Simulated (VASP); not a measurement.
# TiB2 (P6/mmm) in VASP: a series of runs

Runs on TiB2. Level: PBE. Tasks: single point.

All numbers are computed with VASP 6.6.1; they aren't measurements. Logs are shortened: lines on timing, memory, paths and dates and some standing lists are left out, and cuts for length are marked.

## (1) The cell of the first run

The structure is hexagonal, space group P6/mmm (No. 191). Conventional cell: a = 2.988 Å, b = 2.988 Å, c = 3.185 Å, α = 90.00°, β = 90.00°, γ = 120.00°. Within 3.1 Å of Ti (site symmetry 6/mmm) lie 12 B at 2.35 Å and 6 Ti at 2.99 Å. Within 2.3 Å of B (site symmetry -6m2) lie 3 B at 1.73 Å.

## (2) Single point, PBE (volume scaled by 0.96)

INCAR

```
  PREC = Accurate
  ENCUT = 520
  EDIFF = 1E-6
  ISMEAR = -1
  SIGMA = 0.08
  LREAL = False
  LASPH = True
  NELM = 80
  ALGO = Normal
  ISIF = 2
  LWAVE = False
  LCHARG = False
  GGA = PE
  NBANDS = 16
```

KPOINTS

```
regular mesh
0
Gamma
  15 15 13
```

POSCAR

```
TiB2
1.0
    2.9882580721      0.0000000000      0.0000000000
   -1.4941290361      2.5879074035      0.0000000000
    0.0000000000      0.0000000000      3.1847676243
Ti B
1 2
Direct
    0.0000000000      0.0000000000      0.0000000000
    0.3333333333      0.6666666667      0.5000000000
    0.6666666667      0.3333333333      0.5000000000
```

Potentials or basis: VASP PAW PBE potentials, release 64 (Ti_sv, B).

On the command line:

```bash
> cat potpaw_PBE.64/Ti_sv/POTCAR potpaw_PBE.64/B/POTCAR > POTCAR
> mpirun -np 1 vasp_std > vasp.out
```

OUTCAR:

```text
PREC = Accurate
   ENCUT = 520
   EDIFF = 1E-6
   ISMEAR = -1
   LREAL = False
   LASPH = True
   NELM = 80
   ISIF = 2
   GGA = PE

 ion  position               nearest neighbor table
   1  0.000  0.000  0.000-   2 2.35   3 2.35   2 2.35   3 2.35   3 2.35   3 2.35   2 2.35   2 2.35
                             3 2.35   3 2.35   2 2.35   2 2.35
   2  0.333  0.667  0.500-   3 1.73   3 1.73   3 1.73   1 2.35   1 2.35   1 2.35   1 2.35   1 2.35
                             1 2.35
   3  0.667  0.333  0.500-   2 1.73   2 1.73   2 1.73   1 2.35   1 2.35   1 2.35   1 2.35   1 2.35
                             1 2.35

  LATTYP: Found a hexagonal cell.
 ALAT       =     2.9882580721
 C/A-ratio  =     1.0657605694

  Lattice vectors:

 A1 = (   2.9882580721,   0.0000000000,   0.0000000000)
 A2 = (  -1.4941290361,   2.5879074035,   0.0000000000)
 A3 = (   0.0000000000,   0.0000000000,   3.1847676243)

Analysis of symmetry for initial positions (statically):
=====================================================================
 Subroutine PRICEL returns:
 Original cell was already a primitive cell.

 Routine SETGRP: Setting up the symmetry group for a
 hexagonal supercell.

 Subroutine GETGRP returns: Found 24 space group operations
 (whereof 24 operations were pure point group operations)
 out of a pool of 24 trial point group operations.

The static configuration has the point symmetry D_6h.

Analysis of symmetry for dynamics (positions and initial velocities):
=====================================================================
 Subroutine PRICEL returns:
 Original cell was already a primitive cell.

 Routine SETGRP: Setting up the symmetry group for a
 hexagonal supercell.

 Subroutine GETGRP returns: Found 24 space group operations
 (whereof 24 operations were pure point group operations)
 out of a pool of 24 trial point group operations.

The dynamic configuration has the point symmetry D_6h.

 Subroutine INISYM returns: Found 24 space group operations
 (whereof 24 operations are pure point group operations),
 and found     1 'primitive' translations

----------------------------------------------------------------------------------------

                                     Primitive cell

  volume of cell :      24.6289

  direct lattice vectors                    reciprocal lattice vectors
     2.988258072  0.000000000  0.000000000     0.334643118  0.193206295  0.000000000
    -1.494129036  2.587907404  0.000000000     0.000000000  0.386412589  0.000000000
     0.000000000  0.000000000  3.184767624     0.000000000  0.000000000  0.313994651

  length of vectors
     2.988258072  2.988258072  3.184767624     0.386412589  0.386412589  0.313994651

  position of ions in fractional coordinates (direct lattice)
     0.000000000  0.000000000  0.000000000
     0.333333333  0.666666667  0.500000000
     0.666666667  0.333333333  0.500000000

  ion indices of the primitive-cell ions
   primitive index   ion index
                 1           1
                 2           2
                 3           3

----------------------------------------------------------------------------------------

 KPOINTS: regular mesh

Automatic generation of k-mesh.
 Grid dimensions read from file:
 generate k-points for:   15   15   13

 Generating k-lattice:

  Cartesian coordinates                     Fractional coordinates (reciprocal lattice)
     0.022309541  0.012880420  0.000000000     0.066666667 -0.000000000  0.000000000
     0.000000000  0.025760839  0.000000000     0.000000000  0.066666667  0.000000000
     0.000000000  0.000000000  0.024153435     0.000000000  0.000000000  0.076923077

  Length of vectors
     0.025760839  0.025760839  0.024153435

  Shift w.r.t. Gamma in fractional coordinates (k-lattice)
     0.000000000  0.000000000  0.000000000

 Subroutine IBZKPT returns following result:
 ===========================================

 Found    189 irreducible k-points:

 Following reciprocal coordinates:
            Coordinates               Weight
  0.000000  0.000000  0.000000      1.000000
  0.066667 -0.000000  0.000000      6.000000
  0.133333  0.000000  0.000000      6.000000
  0.200000  0.000000  0.000000      6.000000
  0.266667  0.000000  0.000000      6.000000
  0.333333  0.000000  0.000000      6.000000
[... 16 lines left out ...]
  0.333333  0.200000  0.000000     12.000000
  0.400000  0.200000  0.000000      6.000000
 [... further k-points ...]
   k-points           NKPTS =    189   k-points in BZ     NKDIM =    189   number of bands    NBANDS=     16
   number of dos      NEDOS =    301   number of ions     NIONS =      3
   total plane-waves  NPLWV =  13824
   dimension x,y,z NGX =    24 NGY =   24 NGZ =   24
   dimension x,y,z NGXF=    48 NGYF=   48 NGZF=   48
   ions per type =               1   2
   NGX,Y,Z   is equivalent  to a cutoff of  13.35, 13.35, 12.53 a.u.
   NGXF,Y,Z  is equivalent  to a cutoff of  26.70, 26.70, 25.06 a.u.
[... 116 lines left out ...]
      2     -22.7229      2.00000
      3     -22.6833      2.00000
      4     -22.4808      2.00000
      5      -1.9329      2.00000
      6       4.8157      2.00000
[... 8 lines left out ...]
     15      18.0776      0.00000
     16      20.0356      0.00000

 k-point     6 :       0.3333    0.0000    0.0000
  band No.  band energies     occupation
      1     -46.3560      2.00000
      2     -22.7748      2.00000
      3     -22.7068      2.00000
      4     -22.5020      2.00000
      5      -1.2272      2.00000
      6       3.7011      2.00000
[... 8 lines left out ...]
     15      18.2116      0.00000
     16      19.7705      0.00000

 k-point     7 :       0.4000   -0.0000    0.0000
  band No.  band energies     occupation
      1     -46.3459      2.00000
      2     -22.8454      2.00000
      3     -22.6942      2.00000
      4     -22.5185      2.00000
      5      -0.4072      2.00000
      6       2.5958      2.00000
[... 8 lines left out ...]
     15      18.2292      0.00000
     16      19.4099      0.00000

 k-point     8 :       0.4667    0.0000    0.0000
  band No.  band energies     occupation
      1     -46.3403      2.00000
      2     -22.8838      2.00000
      3     -22.6873      2.00000
      4     -22.5275      2.00000
      5       0.5029      2.00000
      6       1.5399      2.00000
[... 8 lines left out ...]
     15      18.2370      0.00000
     16      19.1620      0.00000

 k-point     9 :       0.0667    0.0667    0.0000
  band No.  band energies     occupation
      1     -46.3966      2.00000
      2     -22.7575      2.00000
      3     -22.4812      2.00000
      4     -22.4356      2.00000
      5      -3.0184      2.00000
      6       7.0777      2.00000
[... 8 lines left out ...]
     15      17.6765      0.00000
     16      18.5976      0.00000
[... 172 lines left out ...]
 k-point    19 :       0.3333    0.1333    0.0000
  band No.  band energies     occupation
      1     -46.3428      2.00000
      2     -22.8286      2.00000
      3     -22.6903      2.00000
      4     -22.5639      2.00000
      5      -0.1782      2.00000
      6       2.7586      2.00000
[... 8 lines left out ...]
     15      18.8731      0.00000
     16      20.0533      0.00000

 k-point    20 :       0.4000    0.1333    0.0000
  band No.  band energies     occupation
      1     -46.3377      2.00000
      2     -22.8591      2.00000
      3     -22.6840      2.00000
      4     -22.5769      2.00000
      5       0.7304      2.00000
      6       1.7260      2.00000
[... 8 lines left out ...]
     15      18.8502      0.00000
     16      19.9896      0.00000

 k-point    21 :       0.2000    0.2000    0.0000
  band No.  band energies     occupation
      1     -46.3529      2.00000
      2     -22.7541      2.00000
      3     -22.7029      2.00000
      4     -22.5513      2.00000
      5      -1.0656      2.00000
      6       4.1656      2.00000
[... 8 lines left out ...]
     15      19.2809      0.00000
     16      20.5369      0.00000

 k-point    22 :       0.2667    0.2000    0.0000
  band No.  band energies     occupation
      1     -46.3433      2.00000
      2     -22.7968      2.00000
      3     -22.6910      2.00000
      4     -22.5916      2.00000
      5      -0.3164      2.00000
      6       3.3845      2.00000
[... 8 lines left out ...]
     15      19.3838      0.00000
     16      20.7635      0.00000

 k-point    23 :       0.3333    0.2000    0.0000
  band No.  band energies     occupation
      1     -46.3369      2.00000
      2     -22.8235      2.00000
      3     -22.6830      2.00000
      4     -22.6211      2.00000
      5       0.5380      2.00000
      6       2.4475      2.00000
[... 8 lines left out ...]
     15      19.4870      0.00000
     16      20.8373      0.00000

 k-point    24 :       0.4000    0.2000    0.0000
  band No.  band energies     occupation
      1     -46.3346      2.00000
      2     -22.8325      2.00000
      3     -22.6801      2.00000
      4     -22.6319      2.00000
      5       1.4631      2.00000
      6       1.4821      2.00000
[... 8 lines left out ...]
     15      19.5476      0.00000
     16      20.8593      0.00000

 [... further k-points ...]
[... 5 lines left out ...]
  --------------------------------------------------------------------------------------
  -------------------------------------------------------------------------------------
  Total        1.9901976      1.9901976      1.4607535     -0.0000000     -0.0000000     -0.0000000
  in kB      129.4679289    129.4679289     95.0261046     -0.0000000     -0.0000000     -0.0000000
  external PRESSURE =     117.9873208 kB  Pullay stress =       0.0000000 kB

 VOLUME and BASIS-vectors are now :
 -----------------------------------------------------------------------------
  energy-cutoff  :      520.00
  volume of cell :       24.63
      direct lattice vectors                 reciprocal lattice vectors
     2.988258072  0.000000000  0.000000000     0.334643118  0.193206295  0.000000000
    -1.494129036  2.587907404  0.000000000     0.000000000  0.386412589  0.000000000
     0.000000000  0.000000000  3.184767624     0.000000000  0.000000000  0.313994651

 POSITION                                       TOTAL-FORCE (eV/Angst)
 -----------------------------------------------------------------------------------
      0.00000      0.00000      0.00000         0.000000      0.000000      0.000000
     -0.00000      1.72527      1.59238         0.000000      0.000000      0.000000
      1.49413      0.86264      1.59238        -0.000000      0.000000      0.000000
 -----------------------------------------------------------------------------------
    total drift:                               -0.000000      0.000000      0.000000

  FREE ENERGIE OF THE ION-ELECTRON SYSTEM (eV)
  ---------------------------------------------------
  free  energy   TOTEN  =       -24.3945392879 eV

  energy  without entropy=      -24.3868454175  energy(sigma->0) =      -24.39069235
```

It took 46 s on 1 thread of Intel Xeon 6975P-C (Granite Rapids), shared host; peak memory 0.19 GiB.

What came out:

```yaml
Free_energy: -24.3945 eV
Pressure: 11.8 GPa
Band_gap_on_the_k_mesh: zero (band 9 reaches 10.78 eV, above the bottom of band 10 at 10.29 eV)
```

## (3) Single point, PBE (volume scaled by 0.99)

INCAR

```
SYSTEM = TiB2
PREC = Accurate
ENCUT = 520
EDIFF = 1E-7
ISMEAR = -1
SIGMA = 0.08
LREAL = .False.
LASPH = .True.
NELM = 80
ALGO = Normal
ISIF = 2
LWAVE = .False.
LCHARG = .False.
GGA = PE
NBANDS = 16
```

KPOINTS

```
Automatic mesh
0
Gamma
  15 15 13
  0 0 0
```

POSCAR

```
TiB2
1.0
    3.0190670283      0.0000000000      0.0000000000
   -1.5095335141      2.6145887422      0.0000000000
    0.0000000000      0.0000000000      3.2176025949
Ti B
1 2
Direct
    0.0000000000      0.0000000000      0.0000000000
    0.3333333333      0.6666666667      0.5000000000
    0.6666666667      0.3333333333      0.5000000000
```

Potentials or basis: VASP PAW PBE potentials, release 64 (Ti_sv, B).

On the command line:

```bash
> cat potpaw_PBE.64/Ti_sv/POTCAR potpaw_PBE.64/B/POTCAR > POTCAR
> mpirun -np 1 vasp_std > vasp.out
```

It took 48 s on 1 thread of Intel Xeon 6975P-C (Granite Rapids), shared host; peak memory 0.19 GiB.

The run converged. Its results:

```
Free energy            : -24.4300 eV
Pressure               : 3.1 GPa
Band gap on the k mesh : zero (band 9 reaches 10.42 eV, above the bottom of band 10 at 9.95 eV)
```

Stress tensor (GPa, compression positive):
```
3.59 0.00 0.00
0.00 3.59 0.00
0.00 0.00 2.00
```

Levels at points of the mesh, in eV from the Fermi level:
```csv
k point,band 6,band 7,band 8,band 9,band 10,band 11,band 12,band 13
"(0.00, 0.00, 0.00)",-2.64,-2.64,-2.35,-2.16,1.90,1.90,3.68,3.68
```

## (4) Single point, PBE (volume scaled by 1.02)

INCAR

```
SYSTEM = TiB2
  PREC = Accurate
  ENCUT = 520
  EDIFF = 1E-6
  ISMEAR = -1
  SIGMA = 0.08
  LREAL = .FALSE.
  LASPH = .TRUE.
  NELM = 60
  ALGO = Normal
  ISIF = 2
  LWAVE = .FALSE.
  LCHARG = .FALSE.
  GGA = PE
  NBANDS = 16
```

KPOINTS

```
Automatic mesh
0
G
  15 15 13
  0 0 0
```

POSCAR

```
TiB2
1.0
    3.0492597015      0.0000000000      0.0000000000
   -1.5246298507      2.6407363642      0.0000000000
    0.0000000000      0.0000000000      3.2497807555
Ti B
1 2
Direct
    0.0000000000      0.0000000000      0.0000000000
    0.3333333333      0.6666666667      0.5000000000
    0.6666666667      0.3333333333      0.5000000000
```

On the command line:

```bash
> cat potpaw_PBE.64/Ti_sv/POTCAR potpaw_PBE.64/B/POTCAR > POTCAR
> mpirun -np 1 vasp_std > vasp.out
```

It took 48 s on 1 thread of Intel Xeon 6975P-C (Granite Rapids), shared host; peak memory 0.19 GiB.

It converged, with:

```
Free energy            : -24.4267 eV
Pressure               : -4.4 GPa
Band gap on the k mesh : zero (band 9 reaches 10.08 eV, above the bottom of band 10 at 9.63 eV)
```

Stress tensor (GPa, compression positive):
```
-4.44  0.00  0.00
 0.00 -4.44  0.00
 0.00  0.00 -4.36
```

Levels at points of the mesh, in eV from the Fermi level:
```tsv
k point	band 5	band 6	band 7	band 8	band 9	band 10	band 11	band 12	band 13	band 14
(0.00, 0.00, 0.00)	-13.41	-2.58	-2.58	-2.34	-2.08	1.82	1.82	3.54	3.54	5.67
```

## (5) Single point, PBE (volume scaled by 1.06)

INCAR

```
SYSTEM = TiB2
PREC = Accurate
ENCUT = 520
EDIFF = 1E-7
ISMEAR = -1
SIGMA = 0.08
LREAL = .False.
LASPH = .True.
NELM = 100
ALGO = Normal
ISIF = 2
LWAVE = .False.
LCHARG = .False.
GGA = PE
NBANDS = 16
```

KPOINTS

```
Automatic mesh
0
Gamma
  15 15 13
  0 0 0
```

POSCAR

```
TiB2
1.0
    3.0886093280      0.0000000000      0.0000000000
   -1.5443046640      2.6748141404      0.0000000000
    0.0000000000      0.0000000000      3.2917180359
Ti B
1 2
Direct
    0.0000000000      0.0000000000      0.0000000000
    0.3333333333      0.6666666667      0.5000000000
    0.6666666667      0.3333333333      0.5000000000
```

On the command line:

```bash
> cat potpaw_PBE.64/Ti_sv/POTCAR potpaw_PBE.64/B/POTCAR > POTCAR
> mpirun -np 1 vasp_std > vasp.out
```

It took 43 s on 1 thread of Intel Xeon 6975P-C (Granite Rapids), shared host; peak memory 0.2 GiB.

Results (log left out):

```yaml
Free_energy: -24.3708 eV
Pressure: -12.9 GPa
Band_gap_on_the_k_mesh: zero (band 9 reaches 9.64 eV, above the bottom of band 10 at 9.22 eV)
```

Stress tensor (GPa, compression positive):
```
-13.62   0.00   0.00
  0.00 -13.62   0.00
  0.00   0.00 -11.55
```

Levels at points of the mesh, in eV from the Fermi level:
| k point | band 6 | band 7 | band 8 | band 9 | band 10 | band 11 | band 12 | band 13 |
| --- | --- | --- | --- | --- | --- | --- | --- | --- |
| (0.00, 0.00, 0.00) | -2.49 | -2.49 | -2.31 | -1.99 | 1.71 | 1.71 | 3.37 | 3.37 |

## (6) Single point, PBE (zz strain of -2 %)

INCAR

```
PREC = Accurate
ENCUT = 520
EDIFF = 1E-7
ISMEAR = -1
SIGMA = 0.08
LREAL = F
LASPH = T
NELM = 60
ALGO = Normal
ISIF = 2
LWAVE = F
LCHARG = T
GGA = PE
LELF = T
LVHAR = T
NBANDS = 16
```

KPOINTS

```
Automatic mesh
0
Gamma
  15 15 13
```

POSCAR

```
TiB2
1.0
    3.0291982016      0.0000000000      0.0000000000
   -1.5145991008      2.6233625957      0.0000000000
    0.0000000000      0.0000000000      3.1638320000
Ti B
1 2
Direct
    0.0000000000      0.0000000000      0.0000000000
    0.3333333333      0.6666666667      0.5000000000
    0.6666666667      0.3333333333      0.5000000000
```

Potentials or basis: VASP PAW PBE potentials, release 64 (Ti_sv, B).

On the command line:

```bash
> cat potpaw_PBE.64/Ti_sv/POTCAR potpaw_PBE.64/B/POTCAR > POTCAR
> mpirun -np 1 vasp_std > vasp.out
```

Run time: 62 s. Hardware: 1 thread of Intel Xeon Platinum 8259CL at 2.50GHz (Skylake/Cascade Lake), shared host; peak memory 0.19 GiB.

Results (log left out):

| Quantity | Value |
| --- | --- |
| Free energy | -24.4185 eV |
| Pressure | 5.1 GPa |
| Band gap on the k mesh | zero (band 9 reaches 10.61 eV, above the bottom of band 10 at 9.94 eV) |

Stress tensor (GPa, compression positive):
```
3.01 0.00 0.00
0.00 3.01 0.00
0.00 0.00 9.27
```

Levels at points of the mesh, in eV from the Fermi level:
| k point | band 5 | band 6 | band 7 | band 8 | band 9 | band 10 | band 11 | band 12 | band 13 | band 14 |
| --- | --- | --- | --- | --- | --- | --- | --- | --- | --- | --- |
| (0.00, 0.00, 0.00) | -13.61 | -2.79 | -2.79 | -2.12 | -2.11 | 1.95 | 1.95 | 3.86 | 3.86 | 5.68 |

Caveat: the cell differs from its parent crystal (zz strain of -2 %).

## (7) Summary

```csv
cell,gap on the mesh (eV),pressure (GPa)
"a = 2.988, b = 2.988, c = 3.185 Å, angles 90.0, 90.0, 120.0°, 3 atoms",none,11.8
"a = 3.019, b = 3.019, c = 3.218 Å, angles 90.0, 90.0, 120.0°, 3 atoms",none,3.1
"a = 3.049, b = 3.049, c = 3.250 Å, angles 90.0, 90.0, 120.0°, 3 atoms",none,-4.4
"a = 3.089, b = 3.089, c = 3.292 Å, angles 90.0, 90.0, 120.0°, 3 atoms",none,-12.9
"a = 3.029, b = 3.029, c = 3.164 Å, angles 90.0, 90.0, 120.0°, 3 atoms",none,5.1
```

Alike in all rows: task single point; level PBE; potentials or basis VASP PAW PBE potentials, release 64 (Ti_sv, B); no spin polarisation; k mesh 15 × 15 × 13; cutoff (eV) 520; smearing fermi-dirac 0.08 eV.

Total energies depend on the potentials used, so only differences within one code and one set of settings carry meaning.
